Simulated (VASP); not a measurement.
# BeS (F-43m) in VASP: a series of runs

Runs on BeS. Level: r2SCAN+rVV10. Tasks: single point.

Everything below comes from runs of VASP 6.6.1. Logs are shortened: lines on timing, memory, paths and dates and some standing lists are left out, and cuts for length are marked.

**1. The cell of the first run**

Symmetry: F-43m, No. 216, cubic system. Conventional cell: a = 4.858 Å, b = 4.858 Å, c = 4.858 Å, α = 90.00°, β = 90.00°, γ = 90.00°. Within 2.8 Å of Be (site symmetry -43m) lie 4 S at 2.10 Å. S (site symmetry -43m) has 4 Be at 2.10 Å within 2.8 Å.

**2. Single point, r2SCAN+rVV10**

Contents of POSCAR:

```
BeS
1.0
    0.0000000000      2.4289411117      2.4289411117
    2.4289411117      0.0000000000      2.4289411117
    2.4289411117      2.4289411117      0.0000000000
Be S
1 1
Direct
    0.0000000000      0.0000000000      0.0000000000
    0.2500000000      0.2500000000      0.2500000000
```

Contents of INCAR.step1:

```
PREC     = Accurate       # precision mode
ENCUT    = 660            # plane-wave cutoff, eV
ISMEAR   = 0              # smearing method
SIGMA    = 0.02           # smearing width, eV
LREAL    = False          # projectors in reciprocal space
LASPH    = True           # aspherical terms in the spheres
NELM     = 120            # most SCF steps
NBANDS   = 11             # bands
GGA      = PE             # functional
ALGO     = Normal         # electronic algorithm
EDIFF    = 1E-5           # SCF threshold, eV
LWAVE    = True           # write WAVECAR
LCHARG   = False          # write CHGCAR
GGA_COMPAT= False
```

Contents of INCAR.step2:

```
PREC     = Accurate       # precision mode
ENCUT    = 660            # plane-wave cutoff, eV
EDIFF    = 1E-6           # SCF threshold, eV
ISMEAR   = 0              # smearing method
SIGMA    = 0.02           # smearing width, eV
LREAL    = False          # projectors in reciprocal space
LASPH    = True           # aspherical terms in the spheres
NELM     = 120            # most SCF steps
ALGO     = Normal         # electronic algorithm
ISIF     = 2              # what is computed and relaxed
LWAVE    = False          # write WAVECAR
LCHARG   = False          # write CHGCAR
METAGGA  = R2SCAN         # meta-GGA
LMIXTAU  = True         
LUSE_VDW = True         
IVDW_NL  = 2            
BPARAM   = 11.95        
CPARAM   = 0.0093       
NBANDS   = 11             # bands
ISTART   = 1            
GGA_COMPAT= False
```

Contents of KPOINTS:

```
Automatic mesh
0
Gamma
  8 8 8
```

Potentials or basis: VASP PAW PBE potentials, release 64 (Be, S).

Started as:

```bash
$ cat potpaw_PBE.64/Be/POTCAR potpaw_PBE.64/S/POTCAR > POTCAR
$ cp INCAR.step1 INCAR
$ mpirun -np 1 vasp_std > vasp.out
$ cp INCAR.step2 INCAR
$ mpirun -np 1 vasp_std > vasp.out
```

OUTCAR:

```text
PREC = Accurate
   ENCUT = 660
   EDIFF = 1E-6
   ISMEAR = 0
   LREAL = False
   LASPH = True
   NELM = 120
   ISIF = 2
   METAGGA = R2SCAN
   IVDW_NL = 2
   BPARAM = 11.95
   ISTART = 1

 ion  position               nearest neighbor table
   1  0.000  0.000  0.000-   2 2.10   2 2.10   2 2.10   2 2.10
   2  0.250  0.250  0.250-   1 2.10   1 2.10   1 2.10   1 2.10

  LATTYP: Found a face centered cubic cell.
 ALAT       =     4.8578822234

  Lattice vectors:

 A1 = (   0.0000000000,   2.4289411117,   2.4289411117)
 A2 = (   2.4289411117,   0.0000000000,   2.4289411117)
 A3 = (   2.4289411117,   2.4289411117,   0.0000000000)

Analysis of symmetry for initial positions (statically):
=====================================================================
 Subroutine PRICEL returns:
 Original cell was already a primitive cell.

 Routine SETGRP: Setting up the symmetry group for a
 face centered cubic supercell.

 Subroutine GETGRP returns: Found 24 space group operations
 (whereof 24 operations were pure point group operations)
 out of a pool of 48 trial point group operations.

The static configuration has the point symmetry T_d .

Analysis of symmetry for dynamics (positions and initial velocities):
=====================================================================
 Subroutine PRICEL returns:
 Original cell was already a primitive cell.

 Routine SETGRP: Setting up the symmetry group for a
 face centered cubic supercell.

 Subroutine GETGRP returns: Found 24 space group operations
 (whereof 24 operations were pure point group operations)
 out of a pool of 48 trial point group operations.

The dynamic configuration has the point symmetry T_d .

 Subroutine INISYM returns: Found 24 space group operations
 (whereof 24 operations are pure point group operations),
 and found     1 'primitive' translations

----------------------------------------------------------------------------------------

                                     Primitive cell

  volume of cell :      28.6603

  direct lattice vectors                    reciprocal lattice vectors
     0.000000000  2.428941112  2.428941112    -0.205851018  0.205851018  0.205851018
     2.428941112  0.000000000  2.428941112     0.205851018 -0.205851018  0.205851018
     2.428941112  2.428941112  0.000000000     0.205851018  0.205851018 -0.205851018

  length of vectors
     3.435041462  3.435041462  3.435041462     0.356544422  0.356544422  0.356544422

  position of ions in fractional coordinates (direct lattice)
     0.000000000  0.000000000  0.000000000
     0.250000000  0.250000000  0.250000000

  ion indices of the primitive-cell ions
   primitive index   ion index
                 1           1
                 2           2

----------------------------------------------------------------------------------------

 KPOINTS: Automatic mesh

Automatic generation of k-mesh.
 Grid dimensions read from file:
 generate k-points for:    8    8    8

 Generating k-lattice:

  Cartesian coordinates                     Fractional coordinates (reciprocal lattice)
    -0.025731377  0.025731377  0.025731377     0.125000000  0.000000000  0.000000000
     0.025731377 -0.025731377  0.025731377     0.000000000  0.125000000  0.000000000
     0.025731377  0.025731377 -0.025731377     0.000000000  0.000000000  0.125000000

  Length of vectors
     0.044568053  0.044568053  0.044568053

  Shift w.r.t. Gamma in fractional coordinates (k-lattice)
     0.000000000  0.000000000  0.000000000

 Subroutine IBZKPT returns following result:
 ===========================================

 Found     29 irreducible k-points:

 Following reciprocal coordinates:
            Coordinates               Weight
  0.000000  0.000000  0.000000      1.000000
  0.125000  0.000000  0.000000      8.000000
  0.250000  0.000000  0.000000      8.000000
  0.375000  0.000000  0.000000      8.000000
  0.500000  0.000000  0.000000      4.000000
  0.125000  0.125000  0.000000      6.000000
[... 16 lines left out ...]
  0.500000  0.250000  0.125000     48.000000
 -0.375000  0.250000  0.125000     24.000000
 [... further k-points ...]
   k-points           NKPTS =     29   k-points in BZ     NKDIM =     29   number of bands    NBANDS=     11
   number of dos      NEDOS =    301   number of ions     NIONS =      2
   total plane-waves  NPLWV =  27000
   dimension x,y,z NGX =    30 NGY =   30 NGZ =   30
   dimension x,y,z NGXF=    60 NGYF=   60 NGZF=   60
   ions per type =               1   1
   NGX,Y,Z   is equivalent  to a cutoff of  14.52, 14.52, 14.52 a.u.
   NGXF,Y,Z  is equivalent  to a cutoff of  29.04, 29.04, 29.04 a.u.
 SYSTEM =  unknown system
   PREC   = accura    normal or accurate (medium, high low for compatibility)
   ISTART =      1    job   : 0-new  1-cont  2-samecut
   ICHARG =      0    charge: 1-file 2-atom 10-const
   ISPIN  =      1    spin polarized calculation?
   LNONCOLLINEAR =      F non collinear calculations
   LSORBIT =      F    spin-orbit coupling
   LASPH  =      T    aspherical Exc in radial PAW
   ENCUT  =  660.0 eV  48.51 Ry    6.96 a.u.   7.20  7.20  7.20*2*pi/ulx,y,z
   NELM   =    120;   NELMIN=  2; NELMDL=  0     # of ELM steps
   EDIFF  = 0.1E-05   stopping-criterion for ELM
   LREAL  =      F    real-space projection
   EDIFFG = 0.1E-04   stopping-criterion for IOM
   NSW    =      0    number of steps for IOM
   IBRION =     -1    ionic relax: 0-MD 1-quasi-New 2-CG
   NFREE  =      0    steps in history (QN), initial steepest desc. (CG)
   ISIF   =      2    stress and relaxation
   ISYM   =      2    0-nonsym 1-usesym 2-fastsym
   POTIM  = 0.5000    time-step for ionic-motion
   TEBEG  =    0.0;   TEEND  =   0.0 temperature during run
   PSTRESS=    0.0 pullay stress
   NELECT =       8.0000    total number of electrons
   NUPDOWN=      -1.0000    fix difference up-down
   EMIN   =  10.00;   EMAX   =-10.00  energy-range for DOS
   EFERMI =   0.00;   METHOD = LEGACY
   ISMEAR =     0;   SIGMA  =   0.02  broadening in eV -4-tet -1-fermi 0-gaus
   EFERMI_NEDOS =   21; number of points for ismear=-14 and -15
   IALGO  =     38    algorithm
   IMIX   =      4    mixing-type and parameters
     AMIX     =   0.40;   BMIX     =  1.00
     AMIX_MAG =   1.60;   BMIX_MAG =  1.00
  volume/ion in A,a.u.               =      14.33        96.70
  Fermi-wavevector in a.u.,A,eV,Ry     =   1.069903  2.021824 15.574493  1.144693
  Thomas-Fermi vector in A             =   2.205597
   LORBIT       =      0    0 simple, 1 ext, 2 COOP (PROOUT), +10 PAW based schemes
   METAGGA = R2SCAN    functional components
   LHFCALC =     F    Hartree Fock is set to
   AEXX    =    0.0000 exact exchange contribution
   IVDW_NL    =     2    kernel type
   BPARAM     =11.9500
   IVDW    =     0    specifies the selected vdW correction
   LEPSILON=     F    determine dielectric tensor
   LRPA    =     F    only Hartree local field effects (RPA)
 non-spin polarized calculation
 Gauss-broadening in eV      SIGMA  =   0.02
  energy-cutoff  :      660.00
  volume of cell :       28.66
 maximum number of plane-waves:      1124
 NGX is ok and might be reduce to    30
   NGX = 15   NGY = 15   NGZ = 15

 number of electron       8.0000001 magnetization

 Free energy of the ion-electron system (eV)
  ---------------------------------------------------
  ext. energy  EPLUGINS =         0.00000000
  ---------------------------------------------------
  free energy    TOTEN  =       -14.66310567 eV

  energy without entropy =      -14.66310567  energy(sigma->0) =      -14.66310567

 E-fermi :   4.0426     XC(G=0): -10.2051

 val. band max:        3.9196224040   @ k =   0.0000   0.0000   0.0000
 cond. band min:       7.4467110726   @ k =   0.5000   0.5000   0.0000
 fundamental gap:      3.5270886686
 Fermi energy:         4.0426225311

 k-point     1 :       0.0000    0.0000    0.0000
  band No.  band energies     occupation
      1     -10.3538      2.00000
      2       3.9196      2.00000
      3       3.9196      2.00000
      4       3.9196      2.00000
      5      10.1648      0.00000
      6      10.1648      0.00000
      7      10.1648      0.00000
      8      10.5072      0.00000
      9      17.3229      0.00000
     10      17.3229      0.00000
     11      19.7212      0.00000

 k-point     2 :       0.1250    0.0000    0.0000
  band No.  band energies     occupation
      1     -10.1692      2.00000
      2       2.7071      2.00000
      3       3.7194      2.00000
      4       3.7194      2.00000
      5      10.1345      0.00000
      6      10.5344      0.00000
      7      10.5344      0.00000
      8      11.7645      0.00000
      9      16.6369      0.00000
     10      16.6369      0.00000
     11      19.5747      0.00000

 k-point     3 :       0.2500    0.0000    0.0000
  band No.  band energies     occupation
      1      -9.6611      2.00000
      2       0.5424      2.00000
      3       3.3159      2.00000
      4       3.3159      2.00000
      5      10.0693      0.00000
      6      11.0902      0.00000
      7      11.0902      0.00000
      8      13.9407      0.00000
      9      16.4166      0.00000
     10      16.4166      0.00000
     11      19.0785      0.00000

 k-point     4 :       0.3750    0.0000    0.0000
  band No.  band energies     occupation
      1      -9.0174      2.00000
      2      -1.2811      2.00000
      3       2.9874      2.00000
      4       2.9874      2.00000
      5      10.0006      0.00000
      6      11.1301      0.00000
      7      11.1301      0.00000
      8      15.4763      0.00000
      9      17.8642      0.00000
     10      17.8642      0.00000
     11      19.2825      0.00000

 k-point     5 :       0.5000    0.0000    0.0000
  band No.  band energies     occupation
      1      -8.6831      2.00000
      2      -2.0293      2.00000
      3       2.8669      2.00000
      4       2.8669      2.00000
      5       9.9710      0.00000
      6      11.0393      0.00000
      7      11.0393      0.00000
      8      15.8823      0.00000
      9      19.6154      0.00000
     10      19.6154      0.00000
     11      20.1233      0.00000
[... 211 lines left out ...]
 k-point    21 :       0.5000    0.5000    0.0000
  band No.  band energies     occupation
      1      -8.1144      2.00000
      2      -1.2589      2.00000
      3       1.2154      2.00000
      4       1.2154      2.00000
      5       7.4467      0.00000
      6       9.2743      0.00000
      7      17.7390      0.00000
      8      17.7390      0.00000
      9      20.5834      0.00000
     10      21.0387      0.00000
     11      21.7113      0.00000

 k-point    22 :       0.3750    0.2500    0.1250
  band No.  band energies     occupation
      1      -9.2458      2.00000
      2       0.2982      2.00000
      3       1.7320      2.00000
      4       2.7837      2.00000
      5       9.9999      0.00000
      6      11.8280      0.00000
      7      11.9994      0.00000
      8      13.1775      0.00000
      9      16.2633      0.00000
     10      19.1640      0.00000
     11      20.9241      0.00000

 k-point    23 :       0.5000    0.2500    0.1250
  band No.  band energies     occupation
      1      -8.6795      2.00000
      2      -0.9034      2.00000
      3       1.1775      2.00000
      4       2.3012      2.00000
      5      10.4504      0.00000
      6      11.3209      0.00000
      7      13.0383      0.00000
      8      13.9088      0.00000
      9      17.3331      0.00000
     10      19.3008      0.00000
     11      21.3655      0.00000

 k-point    24 :      -0.3750    0.2500    0.1250
  band No.  band energies     occupation
      1      -8.3958      2.00000
      2      -1.4776      2.00000
      3       1.0783      2.00000
      4       2.0493      2.00000
      5      10.5199      0.00000
      6      11.0966      0.00000
      7      13.7606      0.00000
      8      15.1170      0.00000
      9      16.2071      0.00000
     10      20.1347      0.00000
     11      20.8691      0.00000

 [... further k-points ...]

------------------------ aborting loop because EDIFF is reached ----------------------------------------

  FORCE on cell =-STRESS in cart. coord.  units (eV):
  Direction    XX          YY          ZZ          XY          YZ          ZX
  --------------------------------------------------------------------------------------
  -------------------------------------------------------------------------------------
  Total        0.0677477      0.0677477      0.0677477      0.0000000      0.0000000     -0.0000000
  in kB        3.7872507      3.7872507      3.7872507      0.0000000      0.0000000     -0.0000000
  external PRESSURE =       3.7872507 kB  Pullay stress =       0.0000000 kB

 VOLUME and BASIS-vectors are now :
 -----------------------------------------------------------------------------
  energy-cutoff  :      660.00
  volume of cell :       28.66
      direct lattice vectors                 reciprocal lattice vectors
     0.000000000  2.428941112  2.428941112    -0.205851018  0.205851018  0.205851018
     2.428941112  0.000000000  2.428941112     0.205851018 -0.205851018  0.205851018
     2.428941112  2.428941112  0.000000000     0.205851018  0.205851018 -0.205851018

 POSITION                                       TOTAL-FORCE (eV/Angst)
 -----------------------------------------------------------------------------------
      0.00000      0.00000      0.00000        -0.000000     -0.000000     -0.000000
      1.21447      1.21447      1.21447         0.000000      0.000000      0.000000
 -----------------------------------------------------------------------------------
    total drift:                                0.000000      0.000000      0.000000

  FREE ENERGIE OF THE ION-ELECTRON SYSTEM (eV)
  ---------------------------------------------------
  free  energy   TOTEN  =       -14.6631056699 eV

  energy  without entropy=      -14.6631056699  energy(sigma->0) =      -14.66310567
```

It took 52 s on 1 thread of AMD EPYC 9R45 (Zen 5), shared host; peak memory 0.25 GiB.

Results:

```
Free energy            : -14.6631 eV
Pressure               : 0.4 GPa
Band gap on the k mesh : 3.53 eV (least direct gap 6.23 eV)
```

Caveat: the PAW data sets were made with another functional, which shifts forces and pressure a little. A k mesh can miss the band edges.

**3. Single point, r2SCAN+rVV10**

POSCAR is that of step 2.

Contents of INCAR.step1:

```
SYSTEM = BeS
PREC     = Accurate       ! precision mode
ENCUT    = 660            ! plane-wave cutoff, eV
ISMEAR   = 0              ! smearing method
SIGMA    = 0.02           ! smearing width, eV
LREAL    = .FALSE.        ! projectors in reciprocal space
LASPH    = .TRUE.         ! aspherical terms in the spheres
NELM     = 120            ! most SCF steps
NBANDS   = 11             ! bands
GGA      = PE             ! functional
ALGO     = Normal         ! electronic algorithm
EDIFF    = 1E-5           ! SCF threshold, eV
LWAVE    = .TRUE.         ! write WAVECAR
LCHARG   = .FALSE.        ! write CHGCAR
GGA_COMPAT= .FALSE.
```

Contents of INCAR.step2:

```
SYSTEM = BeS
PREC     = Accurate       ! precision mode
ENCUT    = 660            ! plane-wave cutoff, eV
EDIFF    = 1E-6           ! SCF threshold, eV
ISMEAR   = 0              ! smearing method
SIGMA    = 0.02           ! smearing width, eV
LREAL    = .FALSE.        ! projectors in reciprocal space
LASPH    = .TRUE.         ! aspherical terms in the spheres
NELM     = 120            ! most SCF steps
ALGO     = Normal         ! electronic algorithm
ISIF     = 2              ! what is computed and relaxed
LWAVE    = .FALSE.        ! write WAVECAR
LCHARG   = .FALSE.        ! write CHGCAR
METAGGA  = R2SCAN         ! meta-GGA
LMIXTAU  = .TRUE.       
LUSE_VDW = .TRUE.       
IVDW_NL  = 2            
BPARAM   = 11.95        
CPARAM   = 0.0093       
NBANDS   = 11             ! bands
ISTART   = 1            
GGA_COMPAT= .FALSE.
```

Contents of KPOINTS:

```
regular mesh
0
G
  8 8 8
  0 0 0
```

Potentials or basis: VASP PAW PBE potentials, release 64 (Be, S).

Started as:

```bash
$ cat potpaw_PBE.64/Be/POTCAR potpaw_PBE.64/S/POTCAR > POTCAR
$ cp INCAR.step1 INCAR
$ mpirun -np 1 vasp_std > vasp.out
$ cp INCAR.step2 INCAR
$ mpirun -np 1 vasp_std > vasp.out
```

Run time: 53 s. Hardware: 1 thread of AMD EPYC 9R45 (Zen 5), shared host; peak memory 0.25 GiB.

It converged, with:

```yaml
Free_energy: -14.6631 eV
Pressure: 0.4 GPa
Band_gap_on_the_k_mesh: 3.53 eV (least direct gap 6.23 eV)
```

Levels at points of the mesh, in eV from the valence-band top:
| k point | band 2 | band 3 | band 4 | band 5 | band 6 | band 7 |
| --- | --- | --- | --- | --- | --- | --- |
| (0.00, 0.00, 0.00) | 0.00 | 0.00 | 0.00 | 6.25 | 6.25 | 6.25 |
| (0.50, 0.00, 0.00) | -5.95 | -1.05 | -1.05 | 6.05 | 7.12 | 7.12 |
| (0.50, 0.50, 0.00) | -5.18 | -2.70 | -2.70 | 3.53 | 5.35 | 13.82 |

Caveat: the PAW data sets were made with another functional, which shifts forces and pressure a little.
